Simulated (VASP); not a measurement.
# Al2Pt (fluorite type) (Fm-3m) in VASP: a series of runs

Runs on Al2Pt (fluorite type). Level: r2SCAN. Tasks: single point.

Program: VASP 6.6.1. These are calculated values, not measurements. Logs are shortened: lines on timing, memory, paths and dates and some standing lists are left out, and cuts for length are marked.

## (1) The cell of the first run

It takes space group Fm-3m (No. 225, cubic). The conventional cell has a = 5.904 Å, b = 5.904 Å, c = 5.904 Å, α = 90.00°, β = 90.00°, γ = 90.00°. Pt (site symmetry m-3m) has 8 Al at 2.56 Å within 3.4 Å. Al (site symmetry -43m) has 4 Pt at 2.56 Å and 6 Al at 2.95 Å within 3.4 Å.

## (2) Single point, r2SCAN

Contents of POSCAR:

```
Al2Pt
1.0
    0.0000000000      2.9518264309      2.9518264309
    2.9518264309      0.0000000000      2.9518264309
    2.9518264309      2.9518264309      0.0000000000
Pt Al
1 2
Direct
    0.0000000000      0.0000000000      0.0000000000
    0.2500000000      0.2500000000      0.2500000000
    0.7500000000      0.7500000000      0.7500000000
```

Contents of INCAR.step1:

```
SYSTEM = Al2Pt
  PREC = Accurate
  ENCUT = 520
  ISMEAR = -1
  SIGMA = 0.05
  LREAL = .FALSE.
  LASPH = .TRUE.
  NELM = 100
  NBANDS = 15
  GGA = PE
  ALGO = Normal
  EDIFF = 1E-4
  LWAVE = .TRUE.
  LCHARG = .FALSE.
```

Contents of INCAR.step2:

```
SYSTEM = Al2Pt
  PREC = Accurate
  ENCUT = 520
  EDIFF = 1E-6
  ISMEAR = -1
  SIGMA = 0.05
  LREAL = .FALSE.
  LASPH = .TRUE.
  NELM = 100
  ALGO = Normal
  ISIF = 2
  LWAVE = .FALSE.
  LCHARG = .TRUE.
  METAGGA = R2SCAN
  LMIXTAU = .TRUE.
  LELF = .TRUE.
  LVHAR = .TRUE.
  NBANDS = 15
  ISTART = 1
```

Contents of KPOINTS:

```
regular mesh
0
G
  13 13 13
  0 0 0
```

Potentials or basis: VASP PAW PBE potentials, release 64 (Pt, Al).

On the command line:

```sh
cat potpaw_PBE.64/Pt/POTCAR potpaw_PBE.64/Al/POTCAR > POTCAR
cp INCAR.step1 INCAR
mpirun -np 1 vasp_std > vasp.out
cp INCAR.step2 INCAR
mpirun -np 1 vasp_std > vasp.out
```

OUTCAR:

```text
SYSTEM = Al2Pt
   PREC = Accurate
   ENCUT = 520
   EDIFF = 1E-6
   ISMEAR = -1
   LREAL = .FALSE.
   LASPH = .TRUE.
   NELM = 100
   ISIF = 2
   METAGGA = R2SCAN
   ISTART = 1

 ion  position               nearest neighbor table
   1  0.000  0.000  0.000-   3 2.56   3 2.56   3 2.56   2 2.56   2 2.56   2 2.56   3 2.56   2 2.56

   2  0.250  0.250  0.250-   1 2.56   1 2.56   1 2.56   1 2.56   3 2.95   3 2.95   3 2.95   3 2.95
                             3 2.95   3 2.95
   3  0.750  0.750  0.750-   1 2.56   1 2.56   1 2.56   1 2.56   2 2.95   2 2.95   2 2.95   2 2.95
                             2 2.95   2 2.95

  LATTYP: Found a face centered cubic cell.
 ALAT       =     5.9036528618

  Lattice vectors:

 A1 = (   0.0000000000,   2.9518264309,   2.9518264309)
 A2 = (   2.9518264309,   0.0000000000,   2.9518264309)
 A3 = (   2.9518264309,   2.9518264309,   0.0000000000)

Analysis of symmetry for initial positions (statically):
=====================================================================
 Subroutine PRICEL returns:
 Original cell was already a primitive cell.

 Routine SETGRP: Setting up the symmetry group for a
 face centered cubic supercell.

 Subroutine GETGRP returns: Found 48 space group operations
 (whereof 48 operations were pure point group operations)
 out of a pool of 48 trial point group operations.

The static configuration has the point symmetry O_h .

Analysis of symmetry for dynamics (positions and initial velocities):
=====================================================================
 Subroutine PRICEL returns:
 Original cell was already a primitive cell.

 Routine SETGRP: Setting up the symmetry group for a
 face centered cubic supercell.

 Subroutine GETGRP returns: Found 48 space group operations
 (whereof 48 operations were pure point group operations)
 out of a pool of 48 trial point group operations.

The dynamic configuration has the point symmetry O_h .

 Subroutine INISYM returns: Found 48 space group operations
 (whereof 48 operations are pure point group operations),
 and found     1 'primitive' translations

----------------------------------------------------------------------------------------

                                     Primitive cell

  volume of cell :      51.4402

  direct lattice vectors                    reciprocal lattice vectors
     0.000000000  2.951826431  2.951826431    -0.169386653  0.169386653  0.169386653
     2.951826431  0.000000000  2.951826431     0.169386653 -0.169386653  0.169386653
     2.951826431  2.951826431  0.000000000     0.169386653  0.169386653 -0.169386653

  length of vectors
     4.174512972  4.174512972  4.174512972     0.293386289  0.293386289  0.293386289

  position of ions in fractional coordinates (direct lattice)
     0.000000000  0.000000000  0.000000000
     0.250000000  0.250000000  0.250000000
     0.750000000  0.750000000  0.750000000

  ion indices of the primitive-cell ions
   primitive index   ion index
                 1           1
                 2           2
                 3           3

----------------------------------------------------------------------------------------

 KPOINTS: regular mesh

Automatic generation of k-mesh.
 Grid dimensions read from file:
 generate k-points for:   13   13   13

 Generating k-lattice:

  Cartesian coordinates                     Fractional coordinates (reciprocal lattice)
    -0.013029743  0.013029743  0.013029743     0.076923077  0.000000000  0.000000000
     0.013029743 -0.013029743  0.013029743     0.000000000  0.076923077  0.000000000
     0.013029743  0.013029743 -0.013029743     0.000000000  0.000000000  0.076923077

  Length of vectors
     0.022568176  0.022568176  0.022568176

  Shift w.r.t. Gamma in fractional coordinates (k-lattice)
     0.000000000  0.000000000  0.000000000

 Subroutine IBZKPT returns following result:
 ===========================================

 Found     84 irreducible k-points:

 Following reciprocal coordinates:
            Coordinates               Weight
  0.000000  0.000000  0.000000      1.000000
  0.076923  0.000000  0.000000      8.000000
  0.153846  0.000000  0.000000      8.000000
  0.230769  0.000000  0.000000      8.000000
  0.307692  0.000000  0.000000      8.000000
  0.384615  0.000000  0.000000      8.000000
[... 16 lines left out ...]
  0.384615  0.153846  0.000000     24.000000
  0.461538  0.153846  0.000000     24.000000
 [... further k-points ...]
   k-points           NKPTS =     84   k-points in BZ     NKDIM =     84   number of bands    NBANDS=     15
   number of dos      NEDOS =    301   number of ions     NIONS =      3
   total plane-waves  NPLWV =  32768
   dimension x,y,z NGX =    32 NGY =   32 NGZ =   32
   dimension x,y,z NGXF=    64 NGYF=   64 NGZF=   64
   ions per type =               1   2
   NGX,Y,Z   is equivalent  to a cutoff of  12.74, 12.74, 12.74 a.u.
   NGXF,Y,Z  is equivalent  to a cutoff of  25.49, 25.49, 25.49 a.u.
 SYSTEM =  Al2Pt
   PREC   = accura    normal or accurate (medium, high low for compatibility)
   ISTART =      1    job   : 0-new  1-cont  2-samecut
   ICHARG =      0    charge: 1-file 2-atom 10-const
   ISPIN  =      1    spin polarized calculation?
   LNONCOLLINEAR =      F non collinear calculations
   LSORBIT =      F    spin-orbit coupling
   LASPH  =      T    aspherical Exc in radial PAW
   ENCUT  =  520.0 eV  38.22 Ry    6.18 a.u.   7.76  7.76  7.76*2*pi/ulx,y,z
   NELM   =    100;   NELMIN=  2; NELMDL=  0     # of ELM steps
   EDIFF  = 0.1E-05   stopping-criterion for ELM
   LREAL  =      F    real-space projection
   EDIFFG = 0.1E-04   stopping-criterion for IOM
   NSW    =      0    number of steps for IOM
   IBRION =     -1    ionic relax: 0-MD 1-quasi-New 2-CG
   NFREE  =      0    steps in history (QN), initial steepest desc. (CG)
   ISIF   =      2    stress and relaxation
   ISYM   =      2    0-nonsym 1-usesym 2-fastsym
   POTIM  = 0.5000    time-step for ionic-motion
   TEBEG  =    0.0;   TEEND  =   0.0 temperature during run
   PSTRESS=    0.0 pullay stress
   NELECT =      16.0000    total number of electrons
   NUPDOWN=      -1.0000    fix difference up-down
   EMIN   =  10.00;   EMAX   =-10.00  energy-range for DOS
   EFERMI =   0.00;   METHOD = LEGACY
   ISMEAR =    -1;   SIGMA  =   0.05  broadening in eV -4-tet -1-fermi 0-gaus
   EFERMI_NEDOS =   21; number of points for ismear=-14 and -15
   IALGO  =     38    algorithm
   IMIX   =      4    mixing-type and parameters
     AMIX     =   0.40;   BMIX     =  1.00
     AMIX_MAG =   1.60;   BMIX_MAG =  1.00
  volume/ion in A,a.u.               =      17.15       115.71
  Fermi-wavevector in a.u.,A,eV,Ry     =   1.109211  2.096104 16.739903  1.230348
  Thomas-Fermi vector in A             =   2.245747
   LORBIT       =      0    0 simple, 1 ext, 2 COOP (PROOUT), +10 PAW based schemes
   METAGGA = R2SCAN    functional components
   LHFCALC =     F    Hartree Fock is set to
   AEXX    =    0.0000 exact exchange contribution
   IVDW    =     0    specifies the selected vdW correction
   LEPSILON=     F    determine dielectric tensor
   LRPA    =     F    only Hartree local field effects (RPA)
 non-spin polarized calculation
  energy-cutoff  :      520.00
  volume of cell :       51.44
 maximum number of plane-waves:      1411
   NGX = 15   NGY = 15   NGZ = 15

 number of electron      16.0000000 magnetization

 Free energy of the ion-electron system (eV)
  ---------------------------------------------------
  ext. energy  EPLUGINS =         0.00000000
  ---------------------------------------------------
  free energy    TOTEN  =       -67.91423345 eV

  energy without entropy =      -67.90577991  energy(sigma->0) =      -67.91000668

 E-fermi :   7.8487     XC(G=0): -11.4759

 val. band max:        7.8281263692   @ k =   0.2308   0.0769   0.0000
 cond. band min:       7.8642849765   @ k =  -0.2308   0.1538   0.0000
 fundamental gap:      0.0361586073
 Fermi energy:         7.8486677262

 k-point     1 :       0.0000    0.0000    0.0000
  band No.  band energies     occupation
      1      -2.9377      2.00000
      2       2.4898      2.00000
      3       2.4898      2.00000
      4       2.4898      2.00000
      5       3.9093      2.00000
      6       3.9093      2.00000
      7      11.5293      0.00000
      8      11.8058      0.00000
      9      11.8058      0.00000
     10      11.8058      0.00000
     11      13.6312      0.00000
     12      13.6312      0.00000
     13      13.6312      0.00000
     14      14.7475      0.00000
     15      14.7475      0.00000

 k-point     2 :       0.0769    0.0000    0.0000
  band No.  band energies     occupation
      1      -2.8513      2.00000
      2       2.4425      2.00000
      3       2.5195      2.00000
      4       2.5195      2.00000
      5       3.8992      2.00000
      6       3.8992      2.00000
      7      10.6624      0.00000
      8      11.5610      0.00000
      9      11.5610      0.00000
     10      11.6547      0.00000
     11      13.9054      0.00000
     12      13.9054      0.00000
     13      14.3597      0.00000
     14      14.5499      0.00000
     15      14.5499      0.00000

 k-point     3 :       0.1538    0.0000    0.0000
  band No.  band energies     occupation
      1      -2.5956      2.00000
      2       2.3138      2.00000
      3       2.5989      2.00000
      4       2.5989      2.00000
      5       3.8811      2.00000
      6       3.8811      2.00000
      7       8.9623      0.00000
      8      11.0161      0.00000
      9      11.0162      0.00000
     10      11.9028      0.00000
     11      14.1405      0.00000
     12      14.1405      0.00000
     13      14.2207      0.00000
     14      14.5748      0.00000
     15      14.5748      0.00000
[... 343 lines left out ...]
 k-point    23 :       0.3846    0.1538    0.0000
  band No.  band energies     occupation
      1      -1.1341      2.00000
      2       1.7880      2.00000
      3       2.8327      2.00000
      4       2.9491      2.00000
      5       3.7454      2.00000
      6       4.1874      2.00000
      7       5.3235      2.00000
      8       8.3711      0.00006
      9       8.6475      0.00000
     10      11.7822      0.00000
     11      14.0737      0.00000
     12      14.4157      0.00000
     13      14.8780      0.00000
     14      15.0813      0.00000
     15      18.4025      0.00000

 k-point    24 :       0.4615    0.1538    0.0000
  band No.  band energies     occupation
      1      -0.5352      2.00000
      2       1.6144      2.00000
      3       2.7863      2.00000
      4       2.9922      2.00000
      5       3.9924      2.00000
      6       4.2064      2.00000
      7       4.2717      2.00000
      8       8.0776      0.02034
      9       8.2273      0.00103
     10      11.7472      0.00000
     11      14.1023      0.00000
     12      14.6243      0.00000
     13      14.8111      0.00000
     14      15.6564      0.00000
     15      18.6219      0.00000

 [... further k-points ...]
[... 5 lines left out ...]
  --------------------------------------------------------------------------------------
  -------------------------------------------------------------------------------------
  Total       -0.0786483     -0.0786483     -0.0786483     -0.0000000     -0.0000000     -0.0000000
  in kB       -2.4496141     -2.4496141     -2.4496141     -0.0000000     -0.0000000     -0.0000000
  external PRESSURE =      -2.4496141 kB  Pullay stress =       0.0000000 kB

 VOLUME and BASIS-vectors are now :
 -----------------------------------------------------------------------------
  energy-cutoff  :      520.00
  volume of cell :       51.44
      direct lattice vectors                 reciprocal lattice vectors
     0.000000000  2.951826431  2.951826431    -0.169386653  0.169386653  0.169386653
     2.951826431  0.000000000  2.951826431     0.169386653 -0.169386653  0.169386653
     2.951826431  2.951826431  0.000000000     0.169386653  0.169386653 -0.169386653

 POSITION                                       TOTAL-FORCE (eV/Angst)
 -----------------------------------------------------------------------------------
      0.00000      0.00000      0.00000         0.000000     -0.000000     -0.000000
      1.47591      1.47591      1.47591        -0.000000     -0.000000     -0.000000
      4.42774      4.42774      4.42774        -0.000000      0.000000      0.000000
 -----------------------------------------------------------------------------------
    total drift:                                0.000000     -0.000000      0.000000

  FREE ENERGIE OF THE ION-ELECTRON SYSTEM (eV)
  ---------------------------------------------------
  free  energy   TOTEN  =       -67.9142334460 eV

  energy  without entropy=      -67.9057799127  energy(sigma->0) =      -67.91000668
```

Run time: 3.6 min. Hardware: 1 thread of Intel Xeon 8259CL, shared host; peak memory 0.23 GiB.

Results:

```yaml
Free_energy: -67.9142 eV
Pressure: -0.2 GPa
Band_gap_on_the_k_mesh: zero (bands 8 and 9 overlap by 5.61 eV)
```

Levels at points of the mesh, in eV from the Fermi level:
| k point | band 4 | band 5 | band 6 | band 7 | band 8 | band 9 | band 10 | band 11 | band 12 | band 13 |
| --- | --- | --- | --- | --- | --- | --- | --- | --- | --- | --- |
| (0.00, 0.00, 0.00) | -5.36 | -3.94 | -3.94 | 3.68 | 3.96 | 3.96 | 3.96 | 5.78 | 5.78 | 5.78 |

Caveat: the PAW data sets were made with another functional, which shifts forces and pressure a little; spin-orbit coupling is left out, which moves the levels of the heavy elements.

## (3) Single point, r2SCAN

This run uses another cell than the first one: it holds 6 atoms, not 3.

Contents of POSCAR:

```
Al2Pt
1.0
   -2.9518264309      2.9518264309      0.0000000000
    0.0000000000      0.0000000000      5.9036528618
    2.9518264309      2.9518264309      0.0000000000
Pt Al
2 4
Direct
    0.0000000000      0.0000000000      0.0000000000
    0.5000000000      0.5000000000      0.5000000000
    0.0000000000      0.2500000000      0.5000000000
    0.5000000000      0.7500000000      0.0000000000
    0.5000000000      0.2500000000      0.0000000000
    0.0000000000      0.7500000000      0.5000000000
```

Contents of INCAR.step1:

```
PREC     = Accurate       # precision mode
ENCUT    = 520            # plane-wave cutoff, eV
ISMEAR   = -1             # smearing method
SIGMA    = 0.05           # smearing width, eV
LREAL    = F              # projectors in reciprocal space
LASPH    = T              # aspherical terms in the spheres
NELM     = 100            # most SCF steps
NBANDS   = 25             # bands
GGA      = PE             # functional
ALGO     = Normal         # electronic algorithm
EDIFF    = 1E-4           # SCF threshold, eV
LWAVE    = T              # write WAVECAR
LCHARG   = F              # write CHGCAR
```

Contents of INCAR.step2:

```
PREC     = Accurate       # precision mode
ENCUT    = 520            # plane-wave cutoff, eV
EDIFF    = 1E-7           # SCF threshold, eV
ISMEAR   = -1             # smearing method
SIGMA    = 0.05           # smearing width, eV
LREAL    = F              # projectors in reciprocal space
LASPH    = T              # aspherical terms in the spheres
NELM     = 100            # most SCF steps
ALGO     = Normal         # electronic algorithm
ISIF     = 2              # what is computed and relaxed
LWAVE    = F              # write WAVECAR
LCHARG   = F              # write CHGCAR
METAGGA  = R2SCAN         # meta-GGA
LMIXTAU  = T            
NBANDS   = 25             # bands
ISTART   = 1
```

Contents of KPOINTS:

```
regular mesh
0
Gamma
  9 6 9
```

Potentials or basis: VASP PAW PBE potentials, release 64 (Pt, Al).

On the command line:

```sh
cat potpaw_PBE.64/Pt/POTCAR potpaw_PBE.64/Al/POTCAR > POTCAR
cp INCAR.step1 INCAR
mpirun -np 1 vasp_std > vasp.out
cp INCAR.step2 INCAR
mpirun -np 1 vasp_std > vasp.out
```

It took 11 min on 1 thread of Intel Xeon 8259CL, shared host; peak memory 0.31 GiB.

It converged, with:

```
Free energy            : -135.8161 eV
Pressure               : -0.2 GPa
Band gap on the k mesh : zero (bands 16 and 17 overlap by 5.13 eV)
```

Levels at points of the mesh, in eV from the Fermi level:
| k point | band 12 | band 13 | band 14 | band 15 | band 16 | band 17 | band 18 | band 19 | band 20 | band 21 |
| --- | --- | --- | --- | --- | --- | --- | --- | --- | --- | --- |
| (0.00, 0.00, 0.00) | -3.64 | -3.39 | -1.73 | -1.73 | 3.57 | 3.69 | 3.73 | 3.96 | 3.96 | 3.97 |
| (0.00, 0.50, 0.00) | -3.67 | 0.01 | 0.01 | 0.52 | 0.52 | 0.52 | 0.52 | 3.57 | 3.57 | 4.24 |

Caveat: the PAW data sets were made with another functional, which shifts forces and pressure a little; spin-orbit coupling is left out, which moves the levels of the heavy elements.

The gap in the log of VASP goes by the Fermi energy; the results here count the filled bands.